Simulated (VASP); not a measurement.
Here is a VASP 6.6.1 calculation.

The input INCAR:

```
SYSTEM = GdY3
PREC = Accurate ; ENCUT = 520
EDIFF = 1E-6 ; ISMEAR = 0
SIGMA = 0.1 ; LREAL = .FALSE.
LASPH = .TRUE. ; NELM = 150
ALGO = Normal ; ISIF = 2
LWAVE = .FALSE. ; LCHARG = .FALSE.
ISPIN = 2 ; MAGMOM = 0 0 0 9.1
LORBIT = 11 ; LMAXMIX = 6
GGA = CA ; NBANDS = 38
```

Contents of KPOINTS:

```
regular mesh
0
G
  5 5 5
  0 0 0
```

File POSCAR:

```
GdY3
1.0
    5.1009080000      0.0000000000      0.0000000000
    0.0000000000      5.1009080000      0.0000000000
    0.0000000000      0.0000000000      5.1009080000
Y Gd
3 1
Direct
    0.5000000000      0.0000000000      0.5000000000
    0.0000000000      0.5000000000      0.5000000000
    0.5000000000      0.5000000000      0.0000000000
    0.0000000000      0.0000000000      0.0000000000
```

Potentials or basis: VASP PAW PBE potentials, release 64 (Y_sv, Gd).

Command:

```console
$ cat potpaw_PBE.64/Y_sv/POTCAR potpaw_PBE.64/Gd/POTCAR > POTCAR
$ mpirun -np 1 vasp_std > vasp.out
```

Problem. Predict the net moment.

Solution. 7.16 μB per cell.

Problem. Predict the site moments.

Solution. Y -0.02; Gd +6.84 μB.

Problem. What does it give for the pressure?

Solution. -4.6 GPa.

Caveat: the cell stands under tension; the PAW data sets were made with another functional, which shifts forces and pressure a little. The state reached can hang on the start; a lower one may exist.
